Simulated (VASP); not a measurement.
Set up this calculation in VASP 6.6.1, as the native input.

```
Task                   : single point
Functional             : BLYP
Potentials or basis    : VASP PAW PBE potentials, release 64 (Mo_sv)
Cutoff                 : 520 eV
k mesh                 : 14 × 14 × 4
Occupations            : fermi-dirac, width 0.1 eV
Spin                   : no spin polarisation
Dipole correction      : no
Further INCAR settings : ALGO = Normal; EDIFF = 1e-07; NBANDS = 36
```

The structure of Mo lies in POSCAR:

```
Mo
1.0
    2.7668847564      0.0000000000      0.0000000000
   -1.3834423782      2.3961924884      0.0000000000
    0.0000000000      0.0000000000      9.6923818517
Mo
4
Direct
    0.0000000000      0.0000000000      1.0000000000
    1.0000000000      0.0000000000      0.5000000000
    0.3333333333      0.6666666667      0.2500000000
    0.6666666667      0.3333333333      0.7500000000
```

This isn't the form of Mo at room conditions, which is bcc.

One way to write it, as run:

INCAR

```
SYSTEM = Mo
PREC = Accurate ; ENCUT = 520
EDIFF = 1E-7 ; ISMEAR = -1
SIGMA = 0.1 ; LREAL = .False.
LASPH = .True. ; NELM = 80
ALGO = Normal ; ISIF = 2
LWAVE = .False. ; LCHARG = .True.
GGA = B5 ; ALDAX = 1.0
AGGAX = 1.0 ; AGGAC = 1.0
ALDAC = 0.0 ; LELF = .True.
LVHAR = .True. ; NBANDS = 36
```

KPOINTS

```
Automatic mesh
0
Gamma
  14 14 4
  0 0 0
```

Potentials or basis: VASP PAW PBE potentials, release 64 (Mo_sv).

The run is started by

```sh
$ cat potpaw_PBE.64/Mo_sv/POTCAR > POTCAR
$ mpirun -np 1 vasp_std > vasp.out
```

It gave:

The pressure is 10.5 GPa and the band gap on the k mesh is zero (bands 28 and 29 overlap by 1.64 eV).

Caveat: the cell stands under pressure; the PAW data sets were made with another functional, which shifts forces and pressure a little.

It took 3.4 min on 1 thread of Intel(R) Xeon(R) Platinum 8488C (Sapphire Rapids), on a shared host, peak memory 0.26 GiB.
